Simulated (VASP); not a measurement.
# Cu2H (R-3m) in VASP: a series of runs

The runs below take Cu2H through single point, with PBE.

Everything below comes from runs of VASP 6.6.1. Logs are shortened: lines on timing, memory, paths and dates and some standing lists are left out, and cuts for length are marked.

**1. The cell of the first run**

Symmetry: R-3m, No. 166, trigonal system. The conventional cell has a = 2.639 Å, b = 2.639 Å, c = 13.275 Å, α = 90.00°, β = 90.00°, γ = 120.00°. Within 2.5 Å of Cu (site symmetry 3m) lie 3 H at 1.92 Å. Within 2.5 Å of H (site symmetry -3m) lie 6 Cu at 1.92 Å.

**2. Single point, PBE**

Input file INCAR:

```
PREC = Accurate
ENCUT = 520
EDIFF = 1E-7
ISMEAR = 0
SIGMA = 0.1
LREAL = F
LASPH = T
NELM = 80
ALGO = Normal
ISIF = 2
LWAVE = F
LCHARG = F
GGA = PE
NBANDS = 18
```

Input file KPOINTS:

```
Automatic mesh
0
Gamma
  6 6 6
```

Input file POSCAR:

```
Cu2H
1.0
    1.3194499059      0.7617847584      4.4249649559
   -1.3194499059      0.7617847584      4.4249649559
    0.0000000000     -1.5235695167      4.4249649559
Cu H
2 1
Direct
    0.7546574839      0.7546574839      0.7546574839
    0.2453425161      0.2453425161      0.2453425161
    0.0000000000      0.0000000000      0.0000000000
```

Potentials or basis: VASP PAW PBE potentials, release 64 (Cu, H).

Started as:

```sh
cat potpaw_PBE.64/Cu/POTCAR potpaw_PBE.64/H/POTCAR > POTCAR
mpirun -np 1 vasp_std > vasp.out
```

OUTCAR:

```text
PREC = Accurate
   ENCUT = 520
   EDIFF = 1E-7
   ISMEAR = 0
   LREAL = F
   LASPH = T
   NELM = 80
   ISIF = 2
   GGA = PE

 ion  position               nearest neighbor table
   1  0.755  0.755  0.755-   2 2.59   2 2.59   2 2.59   2 2.79   2 2.79   2 2.79
   2  0.245  0.245  0.245-   1 2.59   1 2.59   1 2.59   1 2.79   1 2.79   1 2.79
   3  0.000  0.000  0.000-

  LATTYP: Found a trigonal (rhomboedric) cell.
 ALAT       =     4.6799122784
 COS(alpha) =     0.8410207721

  Lattice vectors:

 A1 = (   1.3194499059,   0.7617847584,   4.4249649559)
 A2 = (  -1.3194499059,   0.7617847584,   4.4249649559)
 A3 = (   0.0000000000,  -1.5235695167,   4.4249649559)

Analysis of symmetry for initial positions (statically):
=====================================================================
 Subroutine PRICEL returns:
 Original cell was already a primitive cell.

 Routine SETGRP: Setting up the symmetry group for a
 trigonal (rhombohedral) supercell.

 Subroutine GETGRP returns: Found 12 space group operations
 (whereof 12 operations were pure point group operations)
 out of a pool of 12 trial point group operations.

The static configuration has the point symmetry D_3d.

Analysis of symmetry for dynamics (positions and initial velocities):
=====================================================================
 Subroutine PRICEL returns:
 Original cell was already a primitive cell.

 Routine SETGRP: Setting up the symmetry group for a
 trigonal (rhombohedral) supercell.

 Subroutine GETGRP returns: Found 12 space group operations
 (whereof 12 operations were pure point group operations)
 out of a pool of 12 trial point group operations.

The dynamic configuration has the point symmetry D_3d.

 Subroutine INISYM returns: Found 12 space group operations
 (whereof 12 operations are pure point group operations),
 and found     1 'primitive' translations

----------------------------------------------------------------------------------------

                                     Primitive cell

  volume of cell :      26.6862

  direct lattice vectors                    reciprocal lattice vectors
     1.319449906  0.761784758  4.424964956     0.378945800  0.218784460  0.075330163
    -1.319449906  0.761784758  4.424964956    -0.378945800  0.218784460  0.075330163
     0.000000000 -1.523569517  4.424964956     0.000000000 -0.437568919  0.075330163

  length of vectors
     4.679912278  4.679912278  4.679912278     0.444005847  0.444005847  0.444005847

  position of ions in fractional coordinates (direct lattice)
     0.754657484  0.754657484  0.754657484
     0.245342516  0.245342516  0.245342516
     0.000000000  0.000000000  0.000000000

  ion indices of the primitive-cell ions
   primitive index   ion index
                 1           1
                 2           2
                 3           3

----------------------------------------------------------------------------------------

 KPOINTS: Automatic mesh

Automatic generation of k-mesh.
 Grid dimensions read from file:
 generate k-points for:    6    6    6

 Generating k-lattice:

  Cartesian coordinates                     Fractional coordinates (reciprocal lattice)
     0.063157633  0.036464077  0.012555027     0.166666667 -0.000000000  0.000000000
    -0.063157633  0.036464077  0.012555027    -0.000000000  0.166666667  0.000000000
     0.000000000 -0.072928153  0.012555027     0.000000000  0.000000000  0.166666667

  Length of vectors
     0.074000975  0.074000975  0.074000975

  Shift w.r.t. Gamma in fractional coordinates (k-lattice)
     0.000000000  0.000000000  0.000000000

 Subroutine IBZKPT returns following result:
 ===========================================

 Found     32 irreducible k-points:

 Following reciprocal coordinates:
            Coordinates               Weight
  0.000000  0.000000  0.000000      1.000000
  0.166667 -0.000000 -0.000000      6.000000
  0.333333  0.000000 -0.000000      6.000000
  0.500000  0.000000  0.000000      3.000000
  0.166667  0.166667 -0.000000      6.000000
  0.333333  0.166667 -0.000000     12.000000
[... 16 lines left out ...]
  0.500000  0.500000  0.166667      6.000000
 -0.333333  0.500000  0.166667     12.000000
 [... further k-points ...]
   k-points           NKPTS =     32   k-points in BZ     NKDIM =     32   number of bands    NBANDS=     18
   number of dos      NEDOS =    301   number of ions     NIONS =      3
   total plane-waves  NPLWV =  46656
   dimension x,y,z NGX =    36 NGY =   36 NGZ =   36
   dimension x,y,z NGXF=    72 NGYF=   72 NGZF=   72
   ions per type =               2   1
   NGX,Y,Z   is equivalent  to a cutoff of  12.79, 12.79, 12.79 a.u.
   NGXF,Y,Z  is equivalent  to a cutoff of  25.58, 25.58, 25.58 a.u.
 SYSTEM =  unknown system
   PREC   = accura    normal or accurate (medium, high low for compatibility)
   ISTART =      0    job   : 0-new  1-cont  2-samecut
   ICHARG =      2    charge: 1-file 2-atom 10-const
   ISPIN  =      1    spin polarized calculation?
   LNONCOLLINEAR =      F non collinear calculations
   LSORBIT =      F    spin-orbit coupling
   LASPH  =      T    aspherical Exc in radial PAW
   ENCUT  =  520.0 eV  38.22 Ry    6.18 a.u.   8.70  8.70  8.70*2*pi/ulx,y,z
   NELM   =     80;   NELMIN=  2; NELMDL= -5     # of ELM steps
   EDIFF  = 0.1E-06   stopping-criterion for ELM
   LREAL  =      F    real-space projection
   EDIFFG = 0.1E-05   stopping-criterion for IOM
   NSW    =      0    number of steps for IOM
   IBRION =     -1    ionic relax: 0-MD 1-quasi-New 2-CG
   NFREE  =      0    steps in history (QN), initial steepest desc. (CG)
   ISIF   =      2    stress and relaxation
   ISYM   =      2    0-nonsym 1-usesym 2-fastsym
   POTIM  = 0.5000    time-step for ionic-motion
   TEBEG  =    0.0;   TEEND  =   0.0 temperature during run
   PSTRESS=    0.0 pullay stress
   NELECT =      23.0000    total number of electrons
   NUPDOWN=      -1.0000    fix difference up-down
   EMIN   =  10.00;   EMAX   =-10.00  energy-range for DOS
   EFERMI =   0.00;   METHOD = LEGACY
   ISMEAR =     0;   SIGMA  =   0.10  broadening in eV -4-tet -1-fermi 0-gaus
   EFERMI_NEDOS =   21; number of points for ismear=-14 and -15
   IALGO  =     38    algorithm
   IMIX   =      4    mixing-type and parameters
     AMIX     =   0.40;   BMIX     =  1.00
     AMIX_MAG =   1.60;   BMIX_MAG =  1.00
  volume/ion in A,a.u.               =       8.90        60.03
  Fermi-wavevector in a.u.,A,eV,Ry     =   1.557957  2.944111 33.024452  2.427229
  Thomas-Fermi vector in A             =   2.661531
   LORBIT       =      0    0 simple, 1 ext, 2 COOP (PROOUT), +10 PAW based schemes
   GGA     = PE    functional components
   LHFCALC =     F    Hartree Fock is set to
   AEXX    =    0.0000 exact exchange contribution
   IVDW    =     0    specifies the selected vdW correction
   LEPSILON=     F    determine dielectric tensor
   LRPA    =     F    only Hartree local field effects (RPA)
 non-spin polarized calculation
 Gauss-broadening in eV      SIGMA  =   0.10
  energy-cutoff  :      520.00
  volume of cell :       26.69
 maximum number of plane-waves:       734
   NGX = 17   NGY = 17   NGZ = 17

 number of electron      23.0000010 magnetization

 Free energy of the ion-electron system (eV)
  ---------------------------------------------------
  ext. energy  EPLUGINS =         0.00000000
  ---------------------------------------------------
  free energy    TOTEN  =       -10.42825342 eV

  energy without entropy =      -10.41926181  energy(sigma->0) =      -10.42375761

 E-fermi :   7.4220     XC(G=0): -12.4876

 val. band max:        7.3912588097   @ k =  -0.3333   0.1667   0.1667
 cond. band min:       7.4544896541   @ k =  -0.3333   0.3333   0.1667
 fundamental gap:      0.0632308444
 Fermi energy:         7.4220363277

 k-point     1 :       0.0000    0.0000    0.0000
  band No.  band energies     occupation
      1      -3.9168      2.00000
      2       2.0628      2.00000
      3       3.4850      2.00000
      4       4.0384      2.00000
      5       4.0384      2.00000
      6       4.1298      2.00000
[... 10 lines left out ...]
     17      27.5918      0.00000
     18      27.8068      0.00000

 k-point     2 :       0.1667   -0.0000   -0.0000
  band No.  band energies     occupation
      1      -3.1566      2.00000
      2       2.4838      2.00000
      3       3.0366      2.00000
      4       3.9226      2.00000
      5       4.0156      2.00000
      6       4.2070      2.00000
[... 10 lines left out ...]
     17      23.8328      0.00000
     18      26.0541      0.00000

 k-point     3 :       0.3333    0.0000   -0.0000
  band No.  band energies     occupation
      1      -1.2064      2.00000
      2       2.7322      2.00000
      3       3.1066      2.00000
      4       3.5532      2.00000
      5       3.8832      2.00000
      6       4.1089      2.00000
[... 10 lines left out ...]
     17      21.4045      0.00000
     18      22.8575      0.00000

 k-point     4 :       0.5000    0.0000    0.0000
  band No.  band energies     occupation
      1       0.1830      2.00000
      2       2.7198      2.00000
      3       3.0805      2.00000
      4       3.3217      2.00000
      5       3.9050      2.00000
      6       4.1821      2.00000
[... 10 lines left out ...]
     17      20.6143      0.00000
     18      21.5507      0.00000

 k-point     5 :       0.1667    0.1667   -0.0000
  band No.  band energies     occupation
      1      -3.1045      2.00000
      2       2.2391      2.00000
      3       3.1053      2.00000
      4       3.9473      2.00000
      5       4.0015      2.00000
      6       4.1753      2.00000
[... 10 lines left out ...]
     17      23.4340      0.00000
     18      26.4999      0.00000

 k-point     6 :       0.3333    0.1667   -0.0000
  band No.  band energies     occupation
      1      -1.7054      2.00000
      2       2.4971      2.00000
      3       3.3322      2.00000
      4       3.6756      2.00000
      5       3.6858      2.00000
      6       4.1360      2.00000
[... 10 lines left out ...]
     17      21.0450      0.00000
     18      24.3711      0.00000

 k-point     7 :       0.5000    0.1667   -0.0000
  band No.  band energies     occupation
      1       0.0724      2.00000
      2       3.0796      2.00000
      3       3.2195      2.00000
      4       3.3888      2.00000
      5       3.6746      2.00000
      6       3.8904      2.00000
[... 10 lines left out ...]
     17      17.3708      0.00000
     18      19.2885      0.00000

 k-point     8 :      -0.3333    0.1667   -0.0000
  band No.  band energies     occupation
      1       0.0344      2.00000
      2       2.8240      2.00000
      3       3.3531      2.00000
      4       3.5197      2.00000
      5       3.6839      2.00000
      6       3.9248      2.00000
[... 10 lines left out ...]
     17      17.4956      0.00000
     18      21.7356      0.00000
[... 229 lines left out ...]
     17      22.8036      0.00000
     18      24.2796      0.00000

 k-point    20 :       0.5000    0.3333    0.1667
  band No.  band energies     occupation
      1      -1.4475      2.00000
      2       2.1202      2.00000
      3       3.3761      2.00000
      4       3.5694      2.00000
      5       3.7224      2.00000
      6       4.0787      2.00000
[... 10 lines left out ...]
     17      21.8254      0.00000
     18      22.4528      0.00000

 k-point    21 :      -0.3333    0.3333    0.1667
  band No.  band energies     occupation
      1       0.1326      2.00000
      2       2.8575      2.00000
      3       3.1839      2.00000
      4       3.2738      2.00000
      5       3.9402      2.00000
      6       4.1579      2.00000
[... 10 lines left out ...]
     17      18.5602      0.00000
     18      19.7748      0.00000

 k-point    22 :      -0.1667    0.3333    0.1667
  band No.  band energies     occupation
      1       0.0554      2.00000
      2       2.5864      2.00000
      3       3.2135      2.00000
      4       3.5672      2.00000
      5       3.8966      2.00000
      6       4.1787      2.00000
[... 10 lines left out ...]
     17      18.8200      0.00000
     18      23.9088      0.00000

 k-point    23 :       0.5000    0.5000    0.1667
  band No.  band energies     occupation
      1      -0.8785      2.00000
      2       2.0223      2.00000
      3       3.1041      2.00000
      4       3.7114      2.00000
      5       3.9821      2.00000
      6       4.1961      2.00000
[... 10 lines left out ...]
     17      20.6291      0.00000
     18      22.8611      0.00000

 k-point    24 :      -0.3333    0.5000    0.1667
  band No.  band energies     occupation
      1       0.1562      2.00000
      2       2.5845      2.00000
      3       3.0881      2.00000
      4       3.4175      2.00000
      5       4.0589      2.00000
      6       4.2499      2.00000
[... 10 lines left out ...]
     17      19.1715      0.00000
     18      22.2873      0.00000

 [... further k-points ...]

------------------------ aborting loop because EDIFF is reached ----------------------------------------

  FORCE on cell =-STRESS in cart. coord.  units (eV):
  Direction    XX          YY          ZZ          XY          YZ          ZX
  --------------------------------------------------------------------------------------
  -------------------------------------------------------------------------------------
  Total        0.0580720      0.0580720      0.0765360      0.0000000      0.0000000      0.0000000
  in kB        3.4865116      3.4865116      4.5950453      0.0000000      0.0000000      0.0000000
  external PRESSURE =       3.8560228 kB  Pullay stress =       0.0000000 kB

 VOLUME and BASIS-vectors are now :
 -----------------------------------------------------------------------------
  energy-cutoff  :      520.00
  volume of cell :       26.69
      direct lattice vectors                 reciprocal lattice vectors
     1.319449906  0.761784758  4.424964956     0.378945800  0.218784460  0.075330163
    -1.319449906  0.761784758  4.424964956    -0.378945800  0.218784460  0.075330163
     0.000000000 -1.523569517  4.424964956     0.000000000 -0.437568919  0.075330163

 POSITION                                       TOTAL-FORCE (eV/Angst)
 -----------------------------------------------------------------------------------
      0.00000      0.00000     10.01800         0.000000      0.000000      0.008700
      0.00000      0.00000      3.25690         0.000000     -0.000000     -0.008700
      0.00000      0.00000      0.00000         0.000000     -0.000000     -0.000000
 -----------------------------------------------------------------------------------
    total drift:                               -0.000000      0.000000     -0.000000

  FREE ENERGIE OF THE ION-ELECTRON SYSTEM (eV)
  ---------------------------------------------------
  free  energy   TOTEN  =       -10.4282534158 eV

  energy  without entropy=      -10.4192618115  energy(sigma->0) =      -10.42375761
```

It took 61 s on 1 thread of Oxide Virtual Turin-like, shared host; peak memory 0.17 GiB.

Results:

```
Free energy   : -10.4283 eV
Pressure      : 0.4 GPa
Largest force : 0.009 eV/Å
```

Forces on the atoms (eV/Å):
```
Cu   0.000  0.000  0.009
Cu   0.000  0.000 -0.009
H    0.000  0.000  0.000
```

Levels at points of the mesh, in eV from the Fermi level:
```csv
k point,band 9,band 10,band 11,band 12,band 13,band 14,band 15,band 16
"(0.00, 0.00, 0.00)",-2.64,-2.64,-2.16,-2.16,1.74,12.78,19.66,19.66
"(0.50, 0.00, 0.00)",-2.08,-2.05,-0.95,-0.16,4.17,4.19,7.88,10.61
"(0.50, 0.50, 0.00)",-2.11,-2.01,-1.99,0.33,2.25,3.76,10.38,10.94
"(0.50, 0.50, 0.50)",-2.62,-2.62,-2.46,-2.46,8.00,8.53,14.75,19.29
```

Caveat: the k points lie up to 0.46 Å⁻¹ apart.

**3. Single point, PBE**

This run uses another cell than the first one, of 10.91 Å³/atom, 1.226 times its volume.

Input file INCAR:

```
ALGO = Normal
EDIFF = 1E-6
ENCUT = 520
GGA = PE
ISIF = 2
ISMEAR = 0
LASPH = T
LCHARG = F
LREAL = F
LWAVE = F
NBANDS = 18
NELM = 80
PREC = Accurate
SIGMA = 0.1
```

Input file KPOINTS:

```
k-points
0
Gamma
  6 6 6
```

Input file POSCAR:

```
Cu2H
1.0
    1.4623515618      0.8442890679      4.4166758051
   -1.4623515618      0.8442890679      4.4166758051
    0.0000000000     -1.6885781357      4.4166758051
Cu H
2 1
Direct
    0.7500000000      0.7500000000      0.7500000000
    0.2500000000      0.2500000000      0.2500000000
    0.0000000000      0.0000000000      0.0000000000
```

Potentials or basis: VASP PAW PBE potentials, release 64 (Cu, H).

Started as:

```sh
cat potpaw_PBE.64/Cu/POTCAR potpaw_PBE.64/H/POTCAR > POTCAR
mpirun -np 1 vasp_std > vasp.out
```

Wall time 61 s (1 thread of Oxide Virtual Turin-like, shared host); peak memory 0.17 GiB.

The run converged. Its results:

```yaml
Free_energy: -9.9944 eV
Pressure: -16.2 GPa
Largest_force: 0.188 eV/Å
```

Forces on the atoms (eV/Å):
```
Cu   0.000  0.000  0.188
Cu   0.000  0.000 -0.188
H    0.000  0.000  0.000
```

Stress tensor (GPa, compression positive):
```
-18.07   0.00   0.00
  0.00 -18.07   0.00
  0.00   0.00 -12.46
```

Levels at points of the mesh, in eV from the Fermi level:
```tsv
k point	band 8	band 9	band 10	band 11	band 12	band 13	band 14	band 15	band 16	band 17
(0.00, 0.00, 0.00)	-2.41	-2.41	-2.24	-2.01	-2.01	2.27	9.96	15.17	15.17	16.56
(0.50, 0.00, 0.00)	-2.55	-2.11	-2.11	-1.20	-0.53	3.24	4.15	7.92	9.61	10.41
(0.50, 0.50, 0.00)	-2.12	-2.03	-1.98	-1.93	0.46	1.26	3.15	8.37	9.62	10.45
(0.50, 0.50, 0.50)	-2.80	-2.44	-2.44	-2.43	-2.43	7.44	10.18	12.53	15.22	15.22
```

Caveat: the k points lie up to 0.42 Å⁻¹ apart.
